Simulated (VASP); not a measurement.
Write the native input for VASP 6.6.1 that does the following.

| Property | Result |
| --- | --- |
| Task | single point |
| Functional | revPBE |
| Potentials or basis | VASP PAW PBE potentials, release 64 (Hf_pv, In_d, Si, O) |
| Cutoff | 520 eV |
| k mesh | 4 × 4 × 3 |
| Occupations | fermi-dirac, width 0.05 eV |
| Spin | no spin polarisation |
| Dipole correction | no |
| Further INCAR settings | ALGO = Normal; EDIFF = 1e-06; NBANDS = 63 |

The structure of HfIn4SiO6 lies in POSCAR:

```
HfIn4SiO6
1.0
    2.7238963144     -4.7184343311      0.0103940925
    2.7238963144      4.7184343311      0.0103940925
   -1.8794760605      0.0000000000      7.5263847623
Hf In Si O
1 4 1 6
Direct
    0.7882572170      0.2117427830      0.0000000000
    0.6213430193      0.3786569807      0.5000000000
    0.4548834019      0.5451165981      0.0000000000
    0.2857577350      0.7142422650      0.5000000000
    0.9575741828      0.0424258172      0.5000000000
    0.1215830665      0.8784169335      0.0000000000
    0.0619431223      0.1143714090      0.8676675146
    0.8856285910      0.9380568777      0.1323324854
    0.7956823184      0.5378776040      0.8676826932
    0.4621223960      0.2043176816      0.1323173068
    0.1518905678      0.6278256178      0.1322366566
    0.3721743822      0.8481094322      0.8677633434
```

The input as run:

INCAR

```
SYSTEM = HfIn4SiO6
PREC = Accurate
ENCUT = 520
EDIFF = 1E-6
ISMEAR = -1
SIGMA = 0.05
LREAL = .FALSE.
LASPH = .TRUE.
NELM = 60
ALGO = Normal
ISIF = 2
LWAVE = .FALSE.
LCHARG = .FALSE.
GGA = RE
NBANDS = 63
```

KPOINTS

```
Automatic mesh
0
G
  4 4 3
  0 0 0
```

Potentials or basis: VASP PAW PBE potentials, release 64 (Hf_pv, In_d, Si, O).

Command:

```bash
$ cat potpaw_PBE.64/Hf_pv/POTCAR potpaw_PBE.64/In_d/POTCAR potpaw_PBE.64/Si/POTCAR potpaw_PBE.64/O/POTCAR > POTCAR
$ mpirun -np 1 vasp_std > vasp.out
```

Results of the run:

```json
{
 "Pressure": "-0.5 GPa",
 "Largest force": "0.132 eV/Å",
 "Band gap on the k mesh": "zero (bands 51 and 52 overlap by 1.12 eV)"
}
```

Caveat: the PAW data sets were made with another functional, which shifts forces and pressure a little; spin-orbit coupling is left out, which moves the levels of the heavy elements.

It took 2.8 min on 1 thread of Intel(R) Xeon(R) 6975P-C (Granite Rapids) (shared host), peak memory 0.42 GiB.
